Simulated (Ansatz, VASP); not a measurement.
N: VASP beside Ansatz

```
CELL_PARAMETERS angstrom
5.49840 0.00000 0.00000
0.00000 6.20032 0.00000
0.00000 0.00000 5.84936
ATOMIC_POSITIONS crystal
N 0.00006 0.00006 0.00006
N 0.49994 0.99994 0.50006
N 0.50006 0.49994 0.99994
N 0.99994 0.50006 0.49994
```

Change from the starting cell: strain -0.0600 x Voigt [1, -1, 0, 0, 0, 0], atoms carried along.

Alike in both runs: task single point; functional PBEsol; k mesh 4 × 4 × 4; occupations gaussian, width 0.05 eV; collinear spin.

|  | VASP | Ansatz |
| --- | --- | --- |
| version | VASP 6.6.1 | Ansatz 0.2.0 |
| potentials or method | VASP PAW PBE potentials, release 64 (N), cutoff 520 eV | scalar-relativistic, plane waves, PAW |
| valence electrons in the cell | 20 | 20 |

|  | VASP | Ansatz | Ansatz less VASP |
| --- | --- | --- | --- |
| gap on the k mesh at the Fermi level (eV) | 3.33 | 3.32 | 0.000 |
| least direct gap on the mesh (eV) | 3.35 | 3.35 | 0.000 |
| pressure (GPa) | 0.0 | 0.1 | +0.05 |
| net moment per atom (μB) | 3.00 | 3.00 | 0.000 |
| size of the moment on the site where the two differ most (μB) | 1.94 | 2.93 | +0.992 |

VASP's potentials were made for PBE, not for PBEsol. Site moments also hang on the region over which each program counts them.
